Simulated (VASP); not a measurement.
# P (Pm-3m) in VASP: a series of runs

P is run at these levels: BLYP; tasks: single point.

All numbers are computed with VASP 6.6.1; they aren't measurements. Logs are shortened: lines on timing, memory, paths and dates and some standing lists are left out, and cuts for length are marked.

**1. The cell of the first run**

The structure is cubic, space group Pm-3m (No. 221). The conventional cell has a = 2.595 Å, b = 2.595 Å, c = 2.595 Å, α = 90.00°, β = 90.00°, γ = 90.00°. P (site symmetry m-3m) has 6 P at 2.60 Å within 3.4 Å.

**2. Single point, BLYP (volume scaled by 1.08)**

INCAR reads:

```
SYSTEM = P
PREC     = Accurate       ! precision mode
ENCUT    = 520            ! plane-wave cutoff, eV
EDIFF    = 1E-6           ! SCF threshold, eV
ISMEAR   = -1             ! smearing method
SIGMA    = 0.1            ! smearing width, eV
LREAL    = .FALSE.        ! projectors in reciprocal space
LASPH    = .TRUE.         ! aspherical terms in the spheres
NELM     = 100            ! most SCF steps
ALGO     = Normal         ! electronic algorithm
ISIF     = 2              ! what is computed and relaxed
LWAVE    = .FALSE.        ! write WAVECAR
LCHARG   = .FALSE.        ! write CHGCAR
GGA      = B5             ! functional
ALDAX    = 1.0          
AGGAX    = 1.0          
AGGAC    = 1.0          
ALDAC    = 0.0          
NBANDS   = 8              ! bands
```

KPOINTS reads:

```
Automatic mesh
0
G
  14 14 14
  0 0 0
```

POSCAR reads:

```
P
1.0
    2.5952449042      0.0000000000      0.0000000000
    0.0000000000      2.5952449042      0.0000000000
    0.0000000000      0.0000000000      2.5952449042
P
1
Direct
    0.0000000000      0.0000000000      0.0000000000
```

Potentials or basis: VASP PAW PBE potentials, release 64 (P).

Run with:

```sh
> cat potpaw_PBE.64/P/POTCAR > POTCAR
> mpirun -np 1 vasp_std > vasp.out
```

OUTCAR:

```text
SYSTEM = P
   PREC = Accurate
   ENCUT = 520
   EDIFF = 1E-6
   ISMEAR = -1
   LREAL = .FALSE.
   LASPH = .TRUE.
   NELM = 100
   ISIF = 2
   GGA = B5

 ion  position               nearest neighbor table
   1  0.000  0.000  0.000-

  LATTYP: Found a simple cubic cell.
 ALAT       =     2.5952449042

  Lattice vectors:

 A1 = (   2.5952449042,   0.0000000000,   0.0000000000)
 A2 = (   0.0000000000,   2.5952449042,   0.0000000000)
 A3 = (   0.0000000000,   0.0000000000,   2.5952449042)

Analysis of symmetry for initial positions (statically):
=====================================================================
 Subroutine PRICEL returns:
 Original cell was already a primitive cell.

 Routine SETGRP: Setting up the symmetry group for a
 simple cubic supercell.

 Subroutine GETGRP returns: Found 48 space group operations
[... 9 lines left out ...]

 Routine SETGRP: Setting up the symmetry group for a
 simple cubic supercell.

 Subroutine GETGRP returns: Found 48 space group operations
[... 11 lines left out ...]
                                     Primitive cell

  volume of cell :      17.4797

  direct lattice vectors                    reciprocal lattice vectors
     2.595244904  0.000000000  0.000000000     0.385320090  0.000000000  0.000000000
     0.000000000  2.595244904  0.000000000     0.000000000  0.385320090  0.000000000
     0.000000000  0.000000000  2.595244904     0.000000000  0.000000000  0.385320090

  length of vectors
     2.595244904  2.595244904  2.595244904     0.385320090  0.385320090  0.385320090

  position of ions in fractional coordinates (direct lattice)
     0.000000000  0.000000000  0.000000000

  ion indices of the primitive-cell ions
   primitive index   ion index
                 1           1

----------------------------------------------------------------------------------------

 KPOINTS: Automatic mesh

Automatic generation of k-mesh.
 Grid dimensions read from file:
 generate k-points for:   14   14   14

 Generating k-lattice:

  Cartesian coordinates                     Fractional coordinates (reciprocal lattice)
     0.027522864  0.000000000  0.000000000     0.071428571  0.000000000  0.000000000
     0.000000000  0.027522864  0.000000000     0.000000000  0.071428571  0.000000000
     0.000000000  0.000000000  0.027522864     0.000000000  0.000000000  0.071428571

  Length of vectors
[... 45 lines left out ...]
 SYSTEM =  P
   PREC   = accura    normal or accurate (medium, high low for compatibility)
   ISTART =      0    job   : 0-new  1-cont  2-samecut
   ICHARG =      2    charge: 1-file 2-atom 10-const
   ISPIN  =      1    spin polarized calculation?
   LNONCOLLINEAR =      F non collinear calculations
   LSORBIT =      F    spin-orbit coupling
   LASPH  =      T    aspherical Exc in radial PAW
   ENCUT  =  520.0 eV  38.22 Ry    6.18 a.u.   4.83  4.83  4.83*2*pi/ulx,y,z
   NELM   =    100;   NELMIN=  2; NELMDL= -5     # of ELM steps
   EDIFF  = 0.1E-05   stopping-criterion for ELM
   LREAL  =      F    real-space projection
[... 7 lines left out ...]
   TEBEG  =    0.0;   TEEND  =   0.0 temperature during run
   PSTRESS=    0.0 pullay stress
   NELECT =       5.0000    total number of electrons
   NUPDOWN=      -1.0000    fix difference up-down
   EMIN   =  10.00;   EMAX   =-10.00  energy-range for DOS
   EFERMI =   0.00;   METHOD = LEGACY
   ISMEAR =    -1;   SIGMA  =   0.10  broadening in eV -4-tet -1-fermi 0-gaus
   EFERMI_NEDOS =   21; number of points for ismear=-14 and -15
   IALGO  =     38    algorithm
   IMIX   =      4    mixing-type and parameters
     AMIX     =   0.40;   BMIX     =  1.00
     AMIX_MAG =   1.60;   BMIX_MAG =  1.00
  volume/ion in A,a.u.               =      17.48       117.96
  Fermi-wavevector in a.u.,A,eV,Ry     =   1.078665  2.038381 15.830619  1.163518
  Thomas-Fermi vector in A             =   2.214609
   LORBIT       =      0    0 simple, 1 ext, 2 COOP (PROOUT), +10 PAW based schemes
   GGA     = B5    functional components
   LHFCALC =     F    Hartree Fock is set to
   AEXX    =    0.0000 exact exchange contribution
   IVDW    =     0    specifies the selected vdW correction
   LEPSILON=     F    determine dielectric tensor
   LRPA    =     F    only Hartree local field effects (RPA)
 non-spin polarized calculation
  energy-cutoff  :      520.00
  volume of cell :       17.48
 maximum number of plane-waves:       482
 NGX is ok and might be reduce to    20
   NGX =  9   NGY =  9   NGZ =  9

 number of electron       5.0000002 magnetization

 Free energy of the ion-electron system (eV)
  ---------------------------------------------------
  ext. energy  EPLUGINS =         0.00000000
  ---------------------------------------------------
  free energy    TOTEN  =        -4.32628648 eV

  energy without entropy =       -4.31233255  energy(sigma->0) =       -4.31930951

 E-fermi :   7.5865     XC(G=0):  -9.7801

 val. band max:        7.5612448774   @ k =   0.3571   0.3571   0.3571
 cond. band min:       7.6013841079   @ k =   0.2143   0.2143   0.1429
 fundamental gap:      0.0401392305
 Fermi energy:         7.5864946214

 k-point     1 :       0.0000    0.0000    0.0000
  band No.  band energies     occupation
      1      -7.0615      2.00000
      2      11.6868      0.00000
      3      11.6868      0.00000
      4      11.6868      0.00000
      5      14.8262      0.00000
      6      14.8262      0.00000
      7      20.2722      0.00000
      8      29.8733      0.00000
[... 243 lines left out ...]
 k-point    24 :       0.3571    0.2143    0.0000
  band No.  band energies     occupation
      1      -3.9150      2.00000
      2       3.2440      2.00000
      3       8.1005      0.01165
      4      13.8192      0.00000
      5      16.6436      0.00000
      6      19.4323      0.00000
      7      23.3620      0.00000
      8      25.3507      0.00000

 [... further k-points ...]

------------------------ aborting loop because EDIFF is reached ----------------------------------------

  FORCE on cell =-STRESS in cart. coord.  units (eV):
  Direction    XX          YY          ZZ          XY          YZ          ZX
  --------------------------------------------------------------------------------------
  -------------------------------------------------------------------------------------
  Total       -0.5841502     -0.5841502     -0.5841502     -0.0000000     -0.0000000      0.0000000
  in kB      -53.5426803    -53.5426803    -53.5426803     -0.0000000     -0.0000000      0.0000000
  external PRESSURE =     -53.5426803 kB  Pullay stress =       0.0000000 kB

 VOLUME and BASIS-vectors are now :
 -----------------------------------------------------------------------------
  energy-cutoff  :      520.00
  volume of cell :       17.48
      direct lattice vectors                 reciprocal lattice vectors
     2.595244904  0.000000000  0.000000000     0.385320090  0.000000000  0.000000000
     0.000000000  2.595244904  0.000000000     0.000000000  0.385320090  0.000000000
     0.000000000  0.000000000  2.595244904     0.000000000  0.000000000  0.385320090

 POSITION                                       TOTAL-FORCE (eV/Angst)
 -----------------------------------------------------------------------------------
      0.00000      0.00000      0.00000         0.000000      0.000000      0.000000
 -----------------------------------------------------------------------------------
    total drift:                                0.000000     -0.000000      0.000000

  FREE ENERGIE OF THE ION-ELECTRON SYSTEM (eV)
  ---------------------------------------------------
  free  energy   TOTEN  =        -4.3262864753 eV

  energy  without entropy=       -4.3123325516  energy(sigma->0) =       -4.31930951
```

Run time: 7.4 s. Hardware: 1 thread of Intel Xeon Platinum 8375C at 2.90GHz (Ice Lake), shared host; peak memory 0.12 GiB.

What came out:

```
Free energy : -4.3263 eV
Pressure    : -5.4 GPa
```

Caveat: the PAW data sets were made with another functional, which shifts forces and pressure a little.

[end of part 1 of 2]
